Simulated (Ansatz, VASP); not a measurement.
Given: the input of a run of Ansatz 0.2.0 on BP.

input.yaml

```yaml
crystal:
  lattice:
    - [0.0, 2.269, 2.269]
    - [2.269, 0.0, 2.269]
    - [2.269, 2.269, 0.0]
  atoms:
    - { symbol: P, position: [0.75, 0.75, 0.75] }
    - { symbol: B, position: [0.0, 0.0, 0.0] }
hamiltonian:
  xc: pbe
  pseudopotentials: { kind: paw }
kpoints:
  mp_grid: { grid: [10, 10, 10] }
scf:
  occupations: { method: fermi_dirac, width: 0.05 }
output:
  forces: true
  stress: true
  eigenvalues: true
relax:
  f_tol: 0.01
  max_steps: 40
```

Potentials or basis: Ansatz PAW.

Launch:

```sh
$ ansatz run input.yaml --threads 2 --pin off --max-ram 5632MiB --backend cpu --events-out ev --progress --plain --runs-dir out
```

Question: Set up the same calculation for VASP 6.6.1. Potentials there: VASP PAW PBE potentials, release 64 (P, B).

Answer: As run (the cutoff follows the program's own potentials):

INCAR

```
SYSTEM = BP
PREC     = Accurate       ! precision mode
ENCUT    = 520            ! plane-wave cutoff, eV
EDIFF    = 1E-6           ! SCF threshold, eV
ISMEAR   = -1             ! smearing method
SIGMA    = 0.05           ! smearing width, eV
LREAL    = .FALSE.        ! projectors in reciprocal space
LASPH    = .TRUE.         ! aspherical terms in the spheres
NELM     = 80             ! most SCF steps
ALGO     = Normal         ! electronic algorithm
ISIF     = 2              ! what is computed and relaxed
LWAVE    = .FALSE.        ! write WAVECAR
LCHARG   = .FALSE.        ! write CHGCAR
GGA      = PE             ! functional
IBRION   = 2              ! ionic algorithm
NSW      = 60             ! ionic steps
EDIFFG   = -0.01          ! ionic threshold
```

File KPOINTS:

```
Automatic mesh
0
G
  10 10 10
  0 0 0
```

The input POSCAR:

```
BP
1.0
    0.0000000000      2.2690000000      2.2690000000
    2.2690000000      0.0000000000      2.2690000000
    2.2690000000      2.2690000000      0.0000000000
P B
1 1
Direct
    0.7500000000      0.7500000000      0.7500000000
    0.0000000000      0.0000000000      0.0000000000
```

Potentials or basis: VASP PAW PBE potentials, release 64 (P, B).

Launch:

```bash
$ cat potpaw_PBE.64/P/POTCAR potpaw_PBE.64/B/POTCAR > POTCAR
$ mpirun -np 1 vasp_std > vasp.out
```

Both were run:

|  | VASP | Ansatz | Ansatz less VASP |
| --- | --- | --- | --- |
| gap on the k mesh at the Fermi level, each at its own relaxed structure (eV) | 1.24 | 1.24 | +0.004 |

Noted on VASP's run: the relaxation stopped at its first step, so nothing moved. Noted on Ansatz's run: the relaxation stopped at its first step, so nothing moved.
